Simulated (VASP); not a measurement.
Set up this calculation in VASP 6.6.1, as the native input.

| Property | Result |
| --- | --- |
| Task | single point |
| Functional | PBE |
| Potentials or basis | VASP PAW PBE potentials, release 64 (Cu) |
| Cutoff | 520 eV |
| k mesh | 13 × 13 × 13 |
| Occupations | fermi-dirac, width 0.05 eV |
| Spin | no spin polarisation |
| Dipole correction | no |
| Further INCAR settings | ALGO = Fast; EDIFF = 1e-06; NBANDS = 12 |

The structure of Cu lies in POSCAR:

```
Cu
1.0
   -1.4214750000      1.4634020000      1.3646320000
    1.3973850000     -1.4801530000      1.3568690000
    1.4434880000      1.5007180000     -1.3818990000
Cu
1
Direct
    0.0187250000      0.0030440000      0.0144470000
```

This cell differs from its parent crystal: the cell strained at random.

The input as run:

INCAR

```
SYSTEM = Cu
  ALGO = Fast
  EDIFF = 1E-6
  ENCUT = 520
  GGA = PE
  ISIF = 2
  ISMEAR = -1
  LASPH = .TRUE.
  LCHARG = .TRUE.
  LELF = .TRUE.
  LREAL = .FALSE.
  LVHAR = .TRUE.
  LWAVE = .FALSE.
  NBANDS = 12
  NELM = 100
  PREC = Accurate
  SIGMA = 0.05
```

KPOINTS

```
k-points
0
G
  13 13 13
  0 0 0
```

Potentials or basis: VASP PAW PBE potentials, release 64 (Cu).

Run with:

```bash
$ cat potpaw_PBE.64/Cu/POTCAR > POTCAR
$ mpirun -np 1 vasp_std > vasp.out
```

Results of the run:

- Pressure: 8.4 GPa
- Band gap on the k mesh: zero (an odd number of electrons rules out a gap without spin polarisation)

Caveat: the cell differs from its parent crystal (the cell strained at random); the cell stands under pressure.

Wall time 3.3 min on 1 thread of Intel Xeon 8259CL, with other jobs on the host, peak memory 0.25 GiB.
